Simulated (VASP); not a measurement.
A run of VASP 6.6.1 is set up as follows.

File INCAR:

```
SYSTEM = Au
PREC     = Accurate       ! precision mode
ENCUT    = 520            ! plane-wave cutoff, eV
EDIFF    = 1E-6           ! SCF threshold, eV
ISMEAR   = -1             ! smearing method
SIGMA    = 0.05           ! smearing width, eV
LREAL    = .False.        ! projectors in reciprocal space
LASPH    = .True.         ! aspherical terms in the spheres
NELM     = 60             ! most SCF steps
ALGO     = Normal         ! electronic algorithm
ISIF     = 2              ! what is computed and relaxed
LWAVE    = .False.        ! write WAVECAR
LCHARG   = .False.        ! write CHGCAR
GGA      = PS             ! functional
NBANDS   = 12             ! bands
```

The input KPOINTS:

```
Automatic mesh
0
Gamma
  11 11 11
  0 0 0
```

Contents of POSCAR:

```
Au
1.0
    0.0595180000      2.0327840000      2.0239020000
    2.0628430000      0.0301460000      2.0532750000
    2.0741320000      2.0734450000      0.0188570000
Au
1
Direct
   -0.0018960000     -0.0041750000      0.0185300000
```

Potentials or basis: VASP PAW PBE potentials, release 64 (Au).

Launch:

```sh
$ cat potpaw_PBE.64/Au/POTCAR > POTCAR
$ mpirun -np 1 vasp_std > vasp.out
```

Question: What does it give for the band gap on the k mesh?

Answer: Zero (an odd number of electrons rules out a gap without spin polarisation).

Question: Predict the pressure.

Answer: 1.6 GPa.

Stress tensor (GPa, compression positive):
```
 1.69 -1.98 -1.45
-1.98  1.54  0.23
-1.45  0.23  1.50
```

Caveat: the cell differs from its parent crystal (the cell strained at random); the PAW data sets were made with another functional, which shifts forces and pressure a little; spin-orbit coupling is left out, which moves the levels of the heavy elements.
